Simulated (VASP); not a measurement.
# AlNi (NiAs type) (P6_3/mmc) in VASP: notebook

Runs on AlNi (NiAs type). Level: PBE. Tasks: single point, relaxation of cell and atoms.

All numbers are computed with VASP 6.6.1; they aren't measurements. Logs are shortened: lines on timing, memory, paths and dates and some standing lists are left out, and cuts for length are marked.

## 1. The cell of the first run

It takes space group P6_3/mmc (No. 194, hexagonal). The conventional cell has a = 3.521 Å, b = 3.521 Å, c = 4.954 Å, α = 90.00°, β = 90.00°, γ = 120.00°. Ni (site symmetry -3m) has 6 Al at 2.38 Å and 2 Ni at 2.48 Å within 3.1 Å. Within 3.1 Å of Al (site symmetry -6m2) lie 6 Ni at 2.38 Å.

## 2. Single point, PBE

INCAR

```
SYSTEM = AlNi
ALGO = Normal
EDIFF = 1E-6
ENCUT = 520
GGA = PE
ISIF = 2
ISMEAR = -1
LASPH = .True.
LCHARG = .False.
LREAL = .False.
LWAVE = .False.
NBANDS = 21
NELM = 60
PREC = Accurate
SIGMA = 0.05
```

KPOINTS

```
k-points
0
Gamma
  11 11 6
  0 0 0
```

POSCAR

```
AlNi
1.0
    3.5207799766      0.0000000000      0.0000000000
   -1.7603899883      3.0490849009      0.0000000000
    0.0000000000      0.0000000000      4.9535666396
Ni Al
2 2
Direct
    0.0000000000      0.0000000000      0.0000000000
    0.0000000000      0.0000000000      0.5000000000
    0.3333333333      0.6666666667      0.2500000000
    0.6666666667      0.3333333333      0.7500000000
```

Potentials or basis: VASP PAW PBE potentials, release 64 (Ni, Al).

The run is started by

```console
> cat potpaw_PBE.64/Ni/POTCAR potpaw_PBE.64/Al/POTCAR > POTCAR
> mpirun -np 1 vasp_std > vasp.out
```

OUTCAR:

```text
SYSTEM = AlNi
   EDIFF = 1E-6
   ENCUT = 520
   GGA = PE
   ISIF = 2
   ISMEAR = -1
   LASPH = .True.
   LREAL = .False.
   NELM = 60
   PREC = Accurate

 ion  position               nearest neighbor table
   1  0.000  0.000  0.000-   3 2.38   4 2.38   4 2.38   3 2.38   4 2.38   3 2.38   2 2.48   2 2.48

   2  0.000  0.000  0.500-   3 2.38   4 2.38   4 2.38   3 2.38   4 2.38   3 2.38   1 2.48   1 2.48

   3  0.333  0.667  0.250-   1 2.38   2 2.38   1 2.38   2 2.38   1 2.38   2 2.38   4 3.20   4 3.20
                             4 3.20   4 3.20   4 3.20   4 3.20
   4  0.667  0.333  0.750-   1 2.38   2 2.38   1 2.38   2 2.38   1 2.38   2 2.38   3 3.20   3 3.20
                             3 3.20   3 3.20   3 3.20   3 3.20

  LATTYP: Found a hexagonal cell.
 ALAT       =     3.5207799766
 C/A-ratio  =     1.4069514916

  Lattice vectors:

 A1 = (   3.5207799766,   0.0000000000,   0.0000000000)
 A2 = (  -1.7603899883,   3.0490849009,   0.0000000000)
 A3 = (   0.0000000000,   0.0000000000,   4.9535666396)

Analysis of symmetry for initial positions (statically):
=====================================================================
 Subroutine PRICEL returns:
 Original cell was already a primitive cell.

 Routine SETGRP: Setting up the symmetry group for a
 hexagonal supercell.

 Subroutine GETGRP returns: Found 24 space group operations
 (whereof 12 operations were pure point group operations)
 out of a pool of 24 trial point group operations.

The static configuration has the point symmetry D_3d.
 The point group associated with its full space group is D_6h.

Analysis of symmetry for dynamics (positions and initial velocities):
=====================================================================
 Subroutine PRICEL returns:
 Original cell was already a primitive cell.

 Routine SETGRP: Setting up the symmetry group for a
 hexagonal supercell.

 Subroutine GETGRP returns: Found 24 space group operations
 (whereof 12 operations were pure point group operations)
 out of a pool of 24 trial point group operations.

The dynamic configuration has the point symmetry D_3d.
 The point group associated with its full space group is D_6h.

 Subroutine INISYM returns: Found 24 space group operations
 (whereof 12 operations are pure point group operations),
 and found     1 'primitive' translations

----------------------------------------------------------------------------------------

                                     Primitive cell

  volume of cell :      53.1773

  direct lattice vectors                    reciprocal lattice vectors
     3.520779977  0.000000000  0.000000000     0.284027973  0.163983627  0.000000000
    -1.760389988  3.049084901  0.000000000     0.000000000  0.327967253  0.000000000
     0.000000000  0.000000000  4.953566640     0.000000000  0.000000000  0.201874745

  length of vectors
     3.520779977  3.520779977  4.953566640     0.327967253  0.327967253  0.201874745

  position of ions in fractional coordinates (direct lattice)
     0.000000000  0.000000000  0.000000000
     0.000000000  0.000000000  0.500000000
     0.333333333  0.666666667  0.250000000
     0.666666667  0.333333333  0.750000000

  ion indices of the primitive-cell ions
   primitive index   ion index
                 1           1
                 2           2
                 3           3
                 4           4

----------------------------------------------------------------------------------------

 KPOINTS: k-points

Automatic generation of k-mesh.
 Grid dimensions read from file:
 generate k-points for:   11   11    6

 Generating k-lattice:

  Cartesian coordinates                     Fractional coordinates (reciprocal lattice)
     0.025820725  0.014907602  0.000000000     0.090909091 -0.000000000  0.000000000
     0.000000000  0.029815205  0.000000000     0.000000000  0.090909091  0.000000000
     0.000000000  0.000000000  0.033645791     0.000000000  0.000000000  0.166666667

  Length of vectors
     0.029815205  0.029815205  0.033645791

  Shift w.r.t. Gamma in fractional coordinates (k-lattice)
     0.000000000  0.000000000  0.000000000

 Subroutine IBZKPT returns following result:
 ===========================================

 Found     64 irreducible k-points:

 Following reciprocal coordinates:
            Coordinates               Weight
  0.000000  0.000000  0.000000      1.000000
  0.090909 -0.000000  0.000000      6.000000
  0.181818 -0.000000  0.000000      6.000000
  0.272727  0.000000  0.000000      6.000000
  0.363636  0.000000  0.000000      6.000000
  0.454545  0.000000  0.000000      6.000000
[... 16 lines left out ...]
  0.090909  0.090909  0.166667     12.000000
  0.181818  0.090909  0.166667     24.000000
 [... further k-points ...]
   k-points           NKPTS =     64   k-points in BZ     NKDIM =     64   number of bands    NBANDS=     21
   number of dos      NEDOS =    301   number of ions     NIONS =      4
   total plane-waves  NPLWV =  31360
   dimension x,y,z NGX =    28 NGY =   28 NGZ =   40
   dimension x,y,z NGXF=    56 NGYF=   56 NGZF=   80
   ions per type =               2   2
   NGX,Y,Z   is equivalent  to a cutoff of  13.22, 13.22, 13.42 a.u.
   NGXF,Y,Z  is equivalent  to a cutoff of  26.44, 26.44, 26.85 a.u.
 SYSTEM =  AlNi
   PREC   = accura    normal or accurate (medium, high low for compatibility)
   ISTART =      0    job   : 0-new  1-cont  2-samecut
   ICHARG =      2    charge: 1-file 2-atom 10-const
   ISPIN  =      1    spin polarized calculation?
   LNONCOLLINEAR =      F non collinear calculations
   LSORBIT =      F    spin-orbit coupling
   LASPH  =      T    aspherical Exc in radial PAW
   ENCUT  =  520.0 eV  38.22 Ry    6.18 a.u.   6.55  6.55  9.21*2*pi/ulx,y,z
   NELM   =     60;   NELMIN=  2; NELMDL= -5     # of ELM steps
   EDIFF  = 0.1E-05   stopping-criterion for ELM
   LREAL  =      F    real-space projection
[... 7 lines left out ...]
   TEBEG  =    0.0;   TEEND  =   0.0 temperature during run
   PSTRESS=    0.0 pullay stress
   NELECT =      26.0000    total number of electrons
   NUPDOWN=      -1.0000    fix difference up-down
   EMIN   =  10.00;   EMAX   =-10.00  energy-range for DOS
   EFERMI =   0.00;   METHOD = LEGACY
   ISMEAR =    -1;   SIGMA  =   0.05  broadening in eV -4-tet -1-fermi 0-gaus
   EFERMI_NEDOS =   21; number of points for ismear=-14 and -15
   IALGO  =     38    algorithm
   IMIX   =      4    mixing-type and parameters
     AMIX     =   0.40;   BMIX     =  1.00
     AMIX_MAG =   1.60;   BMIX_MAG =  1.00
  volume/ion in A,a.u.               =      13.29        89.71
  Fermi-wavevector in a.u.,A,eV,Ry     =   1.289705  2.437190 22.631110  1.663340
  Thomas-Fermi vector in A             =   2.421582
   LORBIT       =      0    0 simple, 1 ext, 2 COOP (PROOUT), +10 PAW based schemes
   GGA     = PE    functional components
   LHFCALC =     F    Hartree Fock is set to
   AEXX    =    0.0000 exact exchange contribution
   IVDW    =     0    specifies the selected vdW correction
   LEPSILON=     F    determine dielectric tensor
   LRPA    =     F    only Hartree local field effects (RPA)
 non-spin polarized calculation
  energy-cutoff  :      520.00
  volume of cell :       53.18
 maximum number of plane-waves:      1459
 NGX is ok and might be reduce to    28
   NGX = 13   NGY = 13   NGZ = 19

 number of electron      25.9999990 magnetization

 Free energy of the ion-electron system (eV)
  ---------------------------------------------------
  ext. energy  EPLUGINS =         0.00000000
  ---------------------------------------------------
  free energy    TOTEN  =       -19.65299077 eV

  energy without entropy =      -19.63790629  energy(sigma->0) =      -19.64544853

 E-fermi :   8.3530     XC(G=0): -11.4332

 val. band max:        8.3521801364   @ k =   0.2727   0.1818   0.5000
 cond. band min:       8.3977577751   @ k =   0.3636   0.0909   0.0000
 fundamental gap:      0.0455776387
 Fermi energy:         8.3529683706

 k-point     1 :       0.0000    0.0000    0.0000
  band No.  band energies     occupation
      1      -1.6483      2.00000
      2       3.5283      2.00000
      3       4.3406      2.00000
      4       5.1575      2.00000
      5       5.3126      2.00000
      6       5.3126      2.00000
[... 13 lines left out ...]
     20      18.4175      0.00000
     21      18.4175      0.00000

 k-point     2 :       0.0909   -0.0000    0.0000
  band No.  band energies     occupation
      1      -1.5130      2.00000
      2       3.6549      2.00000
      3       4.2824      2.00000
      4       5.1528      2.00000
      5       5.3248      2.00000
      6       5.3967      2.00000
[... 13 lines left out ...]
     20      17.8526      0.00000
     21      18.3752      0.00000

 k-point     3 :       0.1818   -0.0000    0.0000
  band No.  band energies     occupation
      1      -1.1102      2.00000
      2       4.0249      2.00000
      3       4.1682      2.00000
      4       5.1232      2.00000
      5       5.3413      2.00000
      6       5.3654      2.00000
[... 13 lines left out ...]
     20      17.3131      0.00000
     21      18.5913      0.00000

 k-point     4 :       0.2727    0.0000    0.0000
  band No.  band energies     occupation
      1      -0.4502      2.00000
      2       4.0408      2.00000
      3       4.5927      2.00000
      4       4.9004      2.00000
      5       5.1923      2.00000
      6       5.3338      2.00000
[... 13 lines left out ...]
     20      17.2182      0.00000
     21      18.0598      0.00000

 k-point     5 :       0.3636    0.0000    0.0000
  band No.  band energies     occupation
      1       0.4451      2.00000
      2       3.7366      2.00000
      3       4.3693      2.00000
      4       5.1290      2.00000
      5       5.1789      2.00000
      6       5.3085      2.00000
[... 13 lines left out ...]
     20      17.1853      0.00000
     21      17.5154      0.00000

 k-point     6 :       0.4545    0.0000    0.0000
  band No.  band energies     occupation
      1       1.5172      2.00000
      2       2.7915      2.00000
      3       4.1618      2.00000
      4       5.0958      2.00000
      5       5.2886      2.00000
      6       5.4315      2.00000
[... 13 lines left out ...]
     20      17.1405      0.00000
     21      17.2324      0.00000

 k-point     7 :       0.0909    0.0909    0.0000
  band No.  band energies     occupation
      1      -1.2439      2.00000
      2       3.9037      2.00000
      3       4.2015      2.00000
      4       5.1384      2.00000
      5       5.3332      2.00000
      6       5.4055      2.00000
[... 13 lines left out ...]
     20      17.1244      0.00000
     21      17.2926      0.00000
[... 291 lines left out ...]
      1      -0.2828      2.00000
      2       3.2330      2.00000
      3       4.7655      2.00000
      4       5.1049      2.00000
      5       5.3410      2.00000
      6       5.4088      2.00000
[... 13 lines left out ...]
     20      17.0767      0.00000
     21      18.4558      0.00000

 k-point    21 :       0.3636    0.0000    0.1667
  band No.  band energies     occupation
      1       0.6071      2.00000
      2       3.5595      2.00000
      3       4.2371      2.00000
      4       5.0462      2.00000
      5       5.2750      2.00000
      6       5.3849      2.00000
[... 13 lines left out ...]
     20      16.7150      0.00000
     21      18.4358      0.00000

 k-point    22 :       0.4545    0.0000    0.1667
  band No.  band energies     occupation
      1       1.6734      2.00000
      2       2.8984      2.00000
      3       4.0490      2.00000
      4       5.1289      2.00000
      5       5.2138      2.00000
      6       5.3656      2.00000
[... 13 lines left out ...]
     20      16.5156      0.00000
     21      18.3472      0.00000

 k-point    23 :       0.0909    0.0909    0.1667
  band No.  band energies     occupation
      1      -1.0725      2.00000
      2       2.6935      2.00000
      3       4.9805      2.00000
      4       5.2361      2.00000
      5       5.4033      2.00000
      6       5.5559      2.00000
[... 13 lines left out ...]
     20      17.8773      0.00000
     21      18.5667      0.00000

 k-point    24 :       0.1818    0.0909    0.1667
  band No.  band energies     occupation
      1      -0.5434      2.00000
      2       3.0729      2.00000
      3       4.8670      2.00000
      4       5.1839      2.00000
      5       5.3786      2.00000
      6       5.4053      2.00000
[... 13 lines left out ...]
     20      17.4538      0.00000
     21      18.0462      0.00000

 [... further k-points ...]
[... 5 lines left out ...]
  --------------------------------------------------------------------------------------
  -------------------------------------------------------------------------------------
  Total        3.0138741      3.0138741      3.0784408      0.0000000     -0.0000000     -0.0000000
  in kB       90.8048973     90.8048973     92.7502249      0.0000000     -0.0000000     -0.0000000
  external PRESSURE =      91.4533398 kB  Pullay stress =       0.0000000 kB

 VOLUME and BASIS-vectors are now :
 -----------------------------------------------------------------------------
  energy-cutoff  :      520.00
  volume of cell :       53.18
      direct lattice vectors                 reciprocal lattice vectors
     3.520779977  0.000000000  0.000000000     0.284027973  0.163983627  0.000000000
    -1.760389988  3.049084901  0.000000000     0.000000000  0.327967253  0.000000000
     0.000000000  0.000000000  4.953566640     0.000000000  0.000000000  0.201874745

 POSITION                                       TOTAL-FORCE (eV/Angst)
 -----------------------------------------------------------------------------------
      0.00000      0.00000      0.00000         0.000000      0.000000      0.000000
      0.00000      0.00000      2.47678         0.000000      0.000000      0.000000
     -0.00000      2.03272      1.23839         0.000000      0.000000     -0.000000
      1.76039      1.01636      3.71517        -0.000000     -0.000000      0.000000
 -----------------------------------------------------------------------------------
    total drift:                               -0.000000      0.000000     -0.000000

  FREE ENERGIE OF THE ION-ELECTRON SYSTEM (eV)
  ---------------------------------------------------
  free  energy   TOTEN  =       -19.6529907698 eV

  energy  without entropy=      -19.6379062946  energy(sigma->0) =      -19.64544853
```

It took 32 s on 1 thread of Intel Xeon 6975P-C (Granite Rapids), shared host; peak memory 0.21 GiB.

Results:

- Free energy: -19.6530 eV
- Pressure: 9.1 GPa
- Band gap on the k mesh: zero (band 13 reaches 12.89 eV, above the bottom of band 14 at 7.18 eV)

## 3. Single point, PBE

INCAR

```
SYSTEM = AlNi
PREC = Accurate
ENCUT = 520
EDIFF = 1E-7
ISMEAR = -1
SIGMA = 0.05
LREAL = .FALSE.
LASPH = .TRUE.
NELM = 100
ALGO = Normal
ISIF = 2
LWAVE = .FALSE.
LCHARG = .FALSE.
GGA = PE
NBANDS = 21
```

KPOINTS

```
regular mesh
0
G
  11 11 6
  0 0 0
```

Edit POSCAR of step 2 so:

```diff
@@ -3,3 +3,3 @@
     3.5207799766      0.0000000000      0.0000000000
-   -1.7603899883      3.0490849009      0.0000000000
+   -1.7603899883      3.0490849008      0.0000000000
     0.0000000000      0.0000000000      4.9535666396
```

Potentials or basis: VASP PAW PBE potentials, release 64 (Ni, Al).

The run is started by

```console
> cat potpaw_PBE.64/Ni/POTCAR potpaw_PBE.64/Al/POTCAR > POTCAR
> mpirun -np 1 vasp_std > vasp.out
```

Run time: 36 s. Hardware: 1 thread of Intel Xeon 6975P-C (Granite Rapids), shared host; peak memory 0.21 GiB.

It converged, with:

| Item | Value |
| --- | --- |
| Free energy | -19.6530 eV |
| Pressure | 9.2 GPa |
| Band gap on the k mesh | zero (band 13 reaches 12.89 eV, above the bottom of band 14 at 7.18 eV) |

Stress tensor (GPa, compression positive):
```
9.13 0.00 0.00
0.00 9.13 0.00
0.00 0.00 9.32
```

Levels at points of the mesh, in eV from the Fermi level:
```tsv
k point	band 9	band 10	band 11	band 12	band 13	band 14	band 15	band 16	band 17	band 18
(0.00, 0.00, 0.00)	-2.11	-2.11	-1.13	-1.13	0.78	4.43	4.43	6.99	6.99	7.58
(0.00, 0.00, 0.50)	-1.98	-1.98	-1.98	-1.98	4.54	4.54	6.61	6.61	6.61	6.61
```

Spin polarisation is off, so any magnetic state and its effect on volume and gap are missing.

(Continued in part 2 of 2.)
